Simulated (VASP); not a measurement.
Write the native input for VASP 6.6.1 that does the following.

```yaml
Task: single point
Functional: PBE
Potentials_or_basis: VASP PAW PBE potentials, release 64 (B, As)
Cutoff: 520 eV
k_mesh: 10 × 10 × 10
Occupations: gaussian, width 0.05 eV
Spin: no spin polarisation
Dipole_correction: no
Further_INCAR_settings: ALGO = Normal; EDIFF = 1e-06; NBANDS = 11
```

The structure of BAs lies in POSCAR:

```
BAs
1.0
    0.0000000000      2.5795800000      2.5795800000
    2.5795800000      0.0000000000      2.5795800000
    2.5795800000      2.5795800000      0.0000000000
B As
1 1
Direct
    0.0000000000      0.0000000000      0.0000000000
    0.7500000000      0.7500000000      0.7500000000
```

This cell differs from its parent crystal: strain +0.080 along x and y, +0.080 along z.

These files were run (other wordings do the same):

INCAR

```
SYSTEM = BAs
PREC     = Accurate       ! precision mode
ENCUT    = 520            ! plane-wave cutoff, eV
EDIFF    = 1E-6           ! SCF threshold, eV
ISMEAR   = 0              ! smearing method
SIGMA    = 0.05           ! smearing width, eV
LREAL    = .FALSE.        ! projectors in reciprocal space
LASPH    = .TRUE.         ! aspherical terms in the spheres
NELM     = 60             ! most SCF steps
ALGO     = Normal         ! electronic algorithm
ISIF     = 2              ! what is computed and relaxed
LWAVE    = .FALSE.        ! write WAVECAR
LCHARG   = .TRUE.         ! write CHGCAR
GGA      = PE             ! functional
LELF     = .TRUE.         ! ELF
LVHAR    = .TRUE.       
NBANDS   = 11             ! bands
```

KPOINTS

```
regular mesh
0
G
  10 10 10
  0 0 0
```

Potentials or basis: VASP PAW PBE potentials, release 64 (B, As).

Command:

```bash
$ cat potpaw_PBE.64/B/POTCAR potpaw_PBE.64/As/POTCAR > POTCAR
$ mpirun -np 1 vasp_std > vasp.out
```

Results of the run:

```json
{"Pressure": "-17.5 GPa", "Band gap on the k mesh": "1.38 eV, indirect (least direct gap 1.99 eV)"}
```

Caveat: the cell differs from its parent crystal (strain +0.080 along x and y, +0.080 along z).

Wall time 25 s on 1 thread of Intel Xeon 8259CL (shared host), peak memory 0.16 GiB.
